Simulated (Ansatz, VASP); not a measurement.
PbS in VASP and in Ansatz

```
Pb S
1.0
     0.00000    2.71316    2.71316
     2.71316    0.00000    2.71316
     2.71316    2.71316    0.00000
Pb S
1 1
Direct
  0.00000 0.00000 0.00000
  0.50000 0.50000 0.50000
```

Change from the starting cell: volume scaled by 0.8, PAW files.

Alike in both runs: task single point; functional LDA; k mesh 12 × 12 × 12; occupations fermi-dirac, width 0.08 eV; no spin polarisation.

|  | VASP | Ansatz |
| --- | --- | --- |
| version | VASP 6.6.1 | Ansatz 0.2.0 |
| potentials or method | VASP PAW LDA potentials, release 64 (Pb_d, S) | PAW with Ansatz's default frozen-core files, scalar-relativistic |
| plane-wave cutoff (eV) | 520 | 420 |
| valence electrons in the cell | 20 | 20 |

```csv
,VASP,Ansatz,Ansatz less VASP
pressure (GPa),23.3,23.1,-0.15
```

LDA's correlation is that of Perdew and Zunger in VASP and of Perdew and Wang (1992) in Ansatz.

Spin-orbit coupling is off throughout.
